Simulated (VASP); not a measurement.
Input of a VASP 6.6.1 run:

The input INCAR:

```
ALGO = Normal
EDIFF = 1E-7
ENCUT = 520
GGA = PE
ISIF = 2
ISMEAR = -1
LASPH = True
LCHARG = True
LELF = True
LREAL = False
LVHAR = True
LWAVE = False
NBANDS = 24
NELM = 60
PREC = Accurate
SIGMA = 0.05
```

File KPOINTS:

```
k-points
0
Gamma
  7 7 4
```

File POSCAR:

```
ZrC
1.0
    3.3606742688      0.0000000000      0.0000000000
   -1.6803371344      2.9104292907      0.0000000000
    0.0000000000      0.0000000000      5.3315697010
Zr C
2 2
Direct
    0.6666666667      0.3333333333      0.7500000000
    0.3333333333      0.6666666667      0.2500000000
    0.0000000000      0.0000000000      0.5000000000
    0.0000000000      0.0000000000      0.0000000000
```

Potentials or basis: VASP PAW PBE potentials, release 64 (Zr_sv, C).

Launch:

```sh
$ cat potpaw_PBE.64/Zr_sv/POTCAR potpaw_PBE.64/C/POTCAR > POTCAR
$ mpirun -np 1 vasp_std > vasp.out
```

Problem. Predict the band gap on the k mesh.

Solution. Zero (bands 16 and 17 overlap by 1.02 eV).

Problem. Estimate the pressure.

Solution. 0.2 GPa.
